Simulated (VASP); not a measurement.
Cr, 3 atoms in the cell. The structure is hexagonal, space group P6/mmm (No. 191). The conventional cell has a = 4.111 Å, b = 4.111 Å, c = 2.210 Å, α = 90.00°, β = 90.00°, γ = 120.00°. Within 2.9 Å of Cr (site symmetry 6/mmm) lie 14 Cr at 2.21 to 2.62 Å. Cr (site symmetry -6m2) has 11 Cr at 2.21 to 2.62 Å within 2.9 Å. This isn't the form of Cr at room conditions, which is bcc.

```yaml
Program: VASP 6.6.1
Task: single point
Functional: BLYP
Potentials_or_basis: VASP PAW PBE potentials, release 64 (Cr_pv)
Cutoff: 520 eV
k_mesh: 10 × 10 × 15
Occupations: fermi-dirac, width 0.1 eV
Spin: no spin polarisation
Dipole_correction: no
Further_INCAR_settings: ALGO = Normal; EDIFF = 1e-07; NBANDS = 25
```

Potentials or basis: VASP PAW PBE potentials, release 64 (Cr_pv).

Command:

```bash
$ cat potpaw_PBE.64/Cr_pv/POTCAR > POTCAR
$ mpirun -np 1 vasp_std > vasp.out
```

Hardware: 1 thread of Intel(R) Xeon(R) 6975P-C (Granite Rapids), with other jobs on the host.

**Question.** How long does it take, and how much memory?

**Answer.** It took 61 s on 1 thread of Intel(R) Xeon(R) 6975P-C (Granite Rapids) (shared host), peak memory 0.19 GiB. Counts: scf iterations 16, k points 112.
